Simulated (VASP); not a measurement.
# TiAl: single point with LDA

The system is TiAl.

```
Ti Al
1.0
     3.17906    0.00000    0.00000
     0.00000    3.17906    0.00000
     0.00000    0.00000    3.17906
Ti Al
1 1
Direct
  0.03087 0.01798 0.05372
  0.50211 0.50923 0.44710
```

This cell differs from its parent crystal: atoms moved at random.

```
Program             : VASP 6.6.1
Task                : single point
Functional          : LDA
Potentials or basis : VASP PAW LDA potentials, release 64 (Ti_sv, Al)
Cutoff              : 500 eV
k mesh              : 6 × 6 × 6
Occupations         : fermi-dirac, width 0.01 eV
Spin                : non-collinear spin, typed start
Starting moments    : [[-0.69, -0.045, -0.16], [0.0, 0.0, 0.0]] μB
```

```json
{"Pressure": "-1.2 GPa", "Largest force": "2.102 eV/Å", "Band gap on the k mesh": "zero (bands 15 and 16 overlap by 2.86 eV)", "Net moment": "0.04 μB per cell", "Valence electrons inside the program's atomic spheres": "Ti 10.35; Al 0.86"}
```

Forces on the atoms (eV/Å):
```
Ti  -0.667 -0.206 -1.983
Al   0.667  0.206  1.983
```

Stress tensor (GPa, compression positive):
```
 0.27  0.25  2.34
 0.25  0.51  0.72
 2.34  0.72 -4.28
```

Levels at points of the mesh, in eV from the Fermi level:
```
           k point  band 12  band 13  band 14  band 15  band 16  band 17  band 18  band 19
(0.00, 0.00, 0.00)    -1.44    -1.43    -1.40     1.66     1.68     1.77     1.79     1.81
(0.50, 0.00, 0.00)    -4.97    -0.57    -0.55     0.02     0.04     0.27     0.29     1.97
(0.00, 0.50, 0.00)    -4.97    -0.57    -0.54     0.03     0.05     0.26     0.28     1.98
(0.00, 0.00, 0.50)    -4.93    -0.64    -0.62     0.20     0.22     0.23     0.24     1.91
(0.50, 0.50, 0.00)    -1.98    -1.97    -1.96    -1.22    -1.20     0.88     0.90     0.90
(0.00, 0.50, 0.50)    -2.17    -1.95    -1.95    -1.08    -1.07     0.55     0.58     0.77
(0.50, 0.00, 0.50)    -2.20    -1.95    -1.94    -1.08    -1.06     0.53     0.55     0.75
(0.50, 0.50, 0.50)    -2.92    -2.92    -2.91     0.67     0.68     2.86     2.86     2.88
```

Moments on the atoms (μB; x, y, z):
```
Ti  -0.03  0.00 -0.01
Al   0.00  0.00  0.00
```

It took 6.9 min on 1 thread of Oxide Virtual Turin-like Processor (shared host), peak memory 0.33 GiB.

Caveat: the cell differs from its parent crystal (atoms moved at random); forces of over 1 eV/Å act on the atoms, so gaps and moduli don't describe the material at rest.
